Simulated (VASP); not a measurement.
A run of VASP 6.6.1 is set up as follows.

The input INCAR:

```
SYSTEM = Lu
PREC = Accurate ; ENCUT = 600
EDIFF = 1E-6 ; ISMEAR = 1
SIGMA = 0.1 ; LREAL = .FALSE.
LASPH = .TRUE. ; NELM = 120
ALGO = Normal ; ISIF = 2
LWAVE = .FALSE. ; LCHARG = .FALSE.
GGA = PS ; NBANDS = 18
GGA_COMPAT = .FALSE.
```

KPOINTS

```
Automatic mesh
0
G
  7 7 7
  0 0 0
```

Contents of POSCAR:

```
Lu
1.0
    3.1464408728      0.0000000000      0.0000000000
    0.0000000000      3.1464408728      0.0000000000
    0.0000000000      0.0000000000      3.1464408728
Lu
1
Direct
    0.0000000000      0.0000000000      0.0000000000
```

Potentials or basis: VASP PAW PBE potentials, release 64 (Lu).

The run is started by

```bash
$ cat potpaw_PBE.64/Lu/POTCAR > POTCAR
$ mpirun -np 1 vasp_std > vasp.out
```

Question: Predict the band gap on the k mesh.

Answer: Zero (an odd number of electrons rules out a gap without spin polarisation).

Question: Estimate the pressure.

Answer: 0.1 GPa.

Caveat: the PAW data sets were made with another functional, which shifts forces and pressure a little; spin-orbit coupling is left out, which moves the levels of the heavy elements.
